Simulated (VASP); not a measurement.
# GaCo (C2/m) in VASP: further runs

Runs on GaCo. Level: PBE. Tasks: single point.

Everything below comes from runs of VASP 6.6.1. Logs are shortened: lines on timing, memory, paths and dates and some standing lists are left out, and cuts for length are marked.

## Step 1: The cell of the first run

The structure is monoclinic, space group C2/m (No. 12). The conventional cell has a = 9.003 Å, b = 2.753 Å, c = 4.171 Å, α = 90.00°, β = 107.61°, γ = 90.00°. Ga (site symmetry m) has 7 Co at 2.49 to 2.51 Å and 6 Ga at 2.75 to 3.03 Å within 3.3 Å. Within 3.3 Å of Co (site symmetry m) lie 7 Ga at 2.49 to 2.51 Å and 6 Co at 2.69 to 3.17 Å.

## Step 2: Single point, PBE

Input file INCAR:

```
PREC = Accurate
ENCUT = 520
EDIFF = 1E-6
ISMEAR = 0
SIGMA = 0.1
LREAL = F
LASPH = T
NELM = 80
ALGO = Normal
ISIF = 2
LWAVE = F
LCHARG = F
GGA = PE
NBANDS = 30
```

Input file KPOINTS:

```
regular mesh
0
Gamma
  6 6 4
```

Input file POSCAR:

```
GaCo
1.0
    4.5014368732     -1.3764156860      0.0000000000
    4.5014368732      1.3764156860      0.0000000000
   -1.2618309735      0.0000000000      3.9756151186
Ga Co
2 2
Direct
    0.1165283063      0.1165283063      0.3027743700
    0.8834716937      0.8834716937      0.6972256300
    0.6270189279      0.6270189279      0.8078154735
    0.3729810721      0.3729810721      0.1921845265
```

Potentials or basis: VASP PAW PBE potentials, release 64 (Ga_d, Co).

Command:

```
$ cat potpaw_PBE.64/Ga_d/POTCAR potpaw_PBE.64/Co/POTCAR > POTCAR
$ mpirun -np 1 vasp_std > vasp.out
```

OUTCAR:

```text
PREC = Accurate
   ENCUT = 520
   EDIFF = 1E-6
   ISMEAR = 0
   LREAL = F
   LASPH = T
   NELM = 80
   ISIF = 2
   GGA = PE

 ion  position               nearest neighbor table
   1  0.117  0.117  0.303-   4 2.49   3 2.49   3 2.49   3 2.51   3 2.51   4 2.51   4 2.51   2 2.75
                             2 2.83   2 2.83
   2  0.883  0.883  0.697-   3 2.49   4 2.49   4 2.49   4 2.51   4 2.51   3 2.51   3 2.51   1 2.75
                             1 2.83   1 2.83
   3  0.627  0.627  0.808-   2 2.49   1 2.49   1 2.49   1 2.51   1 2.51   2 2.51   2 2.51   4 2.69
                             4 2.69   4 2.88
   4  0.373  0.373  0.192-   1 2.49   2 2.49   2 2.49   2 2.51   2 2.51   1 2.51   1 2.51   3 2.69
                             3 2.69   3 2.88

  LATTYP: Found a base centered monoclinic cell.
 ALAT       =     9.0028737464
 B/A-ratio  =     0.3057725177
 C/A-ratio  =     0.4633030622
 COS(beta)  =    -0.3025205304

  Lattice vectors:

 A1 = (   4.5014368732,  -1.3764156860,   0.0000000000)
 A2 = (   4.5014368732,   1.3764156860,   0.0000000000)
 A3 = (  -1.2618309735,   0.0000000000,   3.9756151186)

Analysis of symmetry for initial positions (statically):
=====================================================================
 Subroutine PRICEL returns:
 Original cell was already a primitive cell.

 Routine SETGRP: Setting up the symmetry group for a
 base centered monoclinic supercell.

 Subroutine GETGRP returns: Found  4 space group operations
 (whereof  4 operations were pure point group operations)
 out of a pool of  4 trial point group operations.

The static configuration has the point symmetry C_2h.

Analysis of symmetry for dynamics (positions and initial velocities):
=====================================================================
 Subroutine PRICEL returns:
 Original cell was already a primitive cell.

 Routine SETGRP: Setting up the symmetry group for a
 base centered monoclinic supercell.

 Subroutine GETGRP returns: Found  4 space group operations
 (whereof  4 operations were pure point group operations)
 out of a pool of  4 trial point group operations.

The dynamic configuration has the point symmetry C_2h.

 Subroutine INISYM returns: Found  4 space group operations
 (whereof  4 operations are pure point group operations),
 and found     1 'primitive' translations

----------------------------------------------------------------------------------------

                                     Primitive cell
[... 95 lines left out ...]
   EDIFF  = 0.1E-05   stopping-criterion for ELM
   LREAL  =      F    real-space projection
   EDIFFG = 0.1E-04   stopping-criterion for IOM
   NSW    =      0    number of steps for IOM
   IBRION =     -1    ionic relax: 0-MD 1-quasi-New 2-CG
   NFREE  =      0    steps in history (QN), initial steepest desc. (CG)
   ISIF   =      2    stress and relaxation
   ISYM   =      2    0-nonsym 1-usesym 2-fastsym
   POTIM  = 0.5000    time-step for ionic-motion
   TEBEG  =    0.0;   TEEND  =   0.0 temperature during run
   PSTRESS=    0.0 pullay stress
   NELECT =      44.0000    total number of electrons
   NUPDOWN=      -1.0000    fix difference up-down
   EMIN   =  10.00;   EMAX   =-10.00  energy-range for DOS
   EFERMI =   0.00;   METHOD = LEGACY
   ISMEAR =     0;   SIGMA  =   0.10  broadening in eV -4-tet -1-fermi 0-gaus
   EFERMI_NEDOS =   21; number of points for ismear=-14 and -15
   IALGO  =     38    algorithm
   IMIX   =      4    mixing-type and parameters
     AMIX     =   0.40;   BMIX     =  1.00
     AMIX_MAG =   1.60;   BMIX_MAG =  1.00
  volume/ion in A,a.u.               =      12.32        83.11
  Fermi-wavevector in a.u.,A,eV,Ry     =   1.576573  2.979291 33.818392  2.485582
  Thomas-Fermi vector in A             =   2.677385
   LORBIT       =      0    0 simple, 1 ext, 2 COOP (PROOUT), +10 PAW based schemes
   GGA     = PE    functional components
   LHFCALC =     F    Hartree Fock is set to
   AEXX    =    0.0000 exact exchange contribution
   IVDW    =     0    specifies the selected vdW correction
   LEPSILON=     F    determine dielectric tensor
   LRPA    =     F    only Hartree local field effects (RPA)
 non-spin polarized calculation
 Gauss-broadening in eV      SIGMA  =   0.10
  energy-cutoff  :      520.00
  volume of cell :       49.26
 maximum number of plane-waves:      1344
   NGX = 17   NGY = 17   NGZ = 15

 number of electron      44.0000006 magnetization

 Free energy of the ion-electron system (eV)
  ---------------------------------------------------
  ext. energy  EPLUGINS =         0.00000000
  ---------------------------------------------------
  free energy    TOTEN  =       -20.54515319 eV

  energy without entropy =      -20.51900401  energy(sigma->0) =      -20.53207860

 E-fermi :   9.0319     XC(G=0): -12.9925

 val. band max:        9.0186734581   @ k =   0.3333   0.0000   0.2500
 cond. band min:       9.0325798355   @ k =   0.0000   0.0000   0.0000
 fundamental gap:      0.0139063774
 Fermi energy:         9.0319180250

 k-point     1 :       0.0000    0.0000    0.0000
  band No.  band energies     occupation
      1      -5.8310      2.00000
      2      -5.8154      2.00000
      3      -5.7278      2.00000
      4      -5.7167      2.00000
      5      -5.5509      2.00000
      6      -5.5226      2.00000
[... 781 lines left out ...]
     29      17.0170      0.00000
     30      17.8491      0.00000

 [... further k-points ...]

------------------------ aborting loop because EDIFF is reached ----------------------------------------

  FORCE on cell =-STRESS in cart. coord.  units (eV):
  Direction    XX          YY          ZZ          XY          YZ          ZX
  --------------------------------------------------------------------------------------
  -------------------------------------------------------------------------------------
  Total        0.0805781      0.1192215      0.0476692      0.0000000      0.0000000      0.1195889
  in kB        2.6205492      3.8773074      1.5502903      0.0000000      0.0000000      3.8892537
  external PRESSURE =       2.6827156 kB  Pullay stress =       0.0000000 kB

 VOLUME and BASIS-vectors are now :
 -----------------------------------------------------------------------------
  energy-cutoff  :      520.00
  volume of cell :       49.26
      direct lattice vectors                 reciprocal lattice vectors
     4.501436873 -1.376415686  0.000000000     0.111075644 -0.363262352  0.035254592
     4.501436873  1.376415686  0.000000000     0.111075644  0.363262352  0.035254592
    -1.261830973  0.000000000  3.975615119     0.000000000  0.000000000  0.251533403

 POSITION                                       TOTAL-FORCE (eV/Angst)
 -----------------------------------------------------------------------------------
      0.66704      0.00000      1.20371        -0.010635      0.000000     -0.017959
      7.07400      0.00000      2.77190         0.010635      0.000000      0.017959
      4.62565      0.00000      3.21156        -0.035423      0.000000     -0.018424
      3.11540      0.00000      0.76405         0.035423      0.000000      0.018424
 -----------------------------------------------------------------------------------
    total drift:                                0.000000      0.000000     -0.000000

  FREE ENERGIE OF THE ION-ELECTRON SYSTEM (eV)
  ---------------------------------------------------
  free  energy   TOTEN  =       -20.5451531911 eV

  energy  without entropy=      -20.5190040062  energy(sigma->0) =      -20.53207860
```

stdout:

```text
POSCAR found type information on POSCAR GaCo
 POSCAR found :  2 types and       4 ions
 scaLAPACK will be used
 LDA part: xc-table for (Slater+PW92), standard interpolation
 POSCAR, INCAR and KPOINTS ok, starting setup
 FFT: planning ... GRIDC
 FFT: planning ... GRID_SOFT
 FFT: planning ... GRID
 WAVECAR not read
 entering main loop
```

Wall time 32 s (1 thread of Intel Xeon 6975P-C (Granite Rapids), shared host); peak memory 0.22 GiB.

Results:

| Item | Value |
| --- | --- |
| Free energy | -20.5452 eV |
| Pressure | 0.3 GPa |
| Largest force | 0.040 eV/Å |
| Band gap on the k mesh | zero (bands 22 and 23 overlap by 1.05 eV) |

Forces in eV/Å, atoms in the order of the input:
```
Ga  -0.011  0.000 -0.018
Ga   0.011  0.000  0.018
Co  -0.035  0.000 -0.018
Co   0.035  0.000  0.018
```

Caveat: the k points lie up to 0.40 Å⁻¹ apart, too coarse for converged energies and pressures of a metal; the run has no spin polarisation, though such a crystal can be magnetic.

## Step 3: Single point, PBE, collinear spin, ferromagnetic start

Input file INCAR:

```
SYSTEM = GaCo
PREC     = Accurate       ! precision mode
ENCUT    = 520            ! plane-wave cutoff, eV
EDIFF    = 1E-7           ! SCF threshold, eV
ISMEAR   = 0              ! smearing method
SIGMA    = 0.1            ! smearing width, eV
LREAL    = .FALSE.        ! projectors in reciprocal space
LASPH    = .TRUE.         ! aspherical terms in the spheres
NELM     = 150            ! most SCF steps
ALGO     = Normal         ! electronic algorithm
ISIF     = 2              ! what is computed and relaxed
LWAVE    = .FALSE.        ! write WAVECAR
LCHARG   = .FALSE.        ! write CHGCAR
ISPIN    = 2              ! spin polarisation
MAGMOM   = 0 0 3 3        ! initial moments
LORBIT   = 11             ! projections on sites
LMAXMIX  = 4              ! l up to which the mixer works
GGA      = PE             ! functional
NBANDS   = 34             ! bands
```

Input file KPOINTS:

```
regular mesh
0
G
  6 6 4
  0 0 0
```

POSCAR is that of step 2.

Potentials or basis: VASP PAW PBE potentials, release 64 (Ga_d, Co).

Command:

```
$ cat potpaw_PBE.64/Ga_d/POTCAR potpaw_PBE.64/Co/POTCAR > POTCAR
$ mpirun -np 1 vasp_std > vasp.out
```

Run time: 84 s. Hardware: 1 thread of Intel Xeon 6975P-C (Granite Rapids), shared host; peak memory 0.3 GiB.

The run converged. Its results:

```yaml
Free_energy: -20.5684 eV
Pressure: 0.7 GPa
Largest_force: 0.074 eV/Å
Net_moment: 0.93 μB per cell
Site_moments: Ga -0.02; Co +0.50 μB
Valence_electrons_inside_the_program's_atomic_spheres: Ga 11.78; Co 8.29
```

Forces on the atoms (eV/Å):
```
Ga   0.025  0.000 -0.012
Ga  -0.025  0.000  0.012
Co   0.070  0.000  0.022
Co  -0.070  0.000 -0.022
```

Stress tensor (GPa, compression positive):
```
 0.81  0.00 -0.55
 0.00  1.19  0.00
-0.55  0.00  0.24
```

Levels at points of the mesh, in eV from the Fermi level:
Spin up:
| k point | band 21 | band 22 | band 23 | band 24 | band 25 | band 26 |
| --- | --- | --- | --- | --- | --- | --- |
| (0.00, 0.00, 0.00) | -0.79 | -0.73 | -0.27 | 1.19 | 1.68 | 2.85 |
| (0.50, 0.00, 0.00) | -0.44 | -0.23 | 0.39 | 1.97 | 3.69 | 5.32 |
| (0.50, 0.50, 0.00) | -0.80 | -0.48 | -0.48 | 1.52 | 3.16 | 5.78 |
| (0.00, 0.00, 0.50) | -0.72 | -0.49 | 0.00 | 0.52 | 3.15 | 4.53 |
| (0.50, 0.00, 0.50) | -0.82 | -0.70 | 0.05 | 0.46 | 1.89 | 2.58 |
| (0.50, 0.50, 0.50) | -0.96 | -0.94 | -0.68 | 0.31 | 6.74 | 7.71 |
Spin down:
```
           k point  band 19  band 20  band 21  band 22  band 23  band 24  band 25  band 26
(0.00, 0.00, 0.00)    -0.70    -0.60    -0.35    -0.19     0.10     1.33     2.00     3.09
(0.50, 0.00, 0.00)    -0.67    -0.53    -0.14     0.43     0.93     2.30     3.69     5.47
(0.50, 0.50, 0.00)    -0.74    -0.45    -0.42    -0.17     0.15     1.72     3.29     5.89
(0.00, 0.00, 0.50)    -1.04    -0.92    -0.32     0.14     0.38     0.88     3.27     4.70
(0.50, 0.00, 0.50)    -0.98    -0.74    -0.45    -0.35     0.64     0.91     2.23     2.77
(0.50, 0.50, 0.50)    -0.72    -0.66    -0.59    -0.48    -0.10     0.82     6.74     7.82
```

Caveat: the k points lie up to 0.40 Å⁻¹ apart.
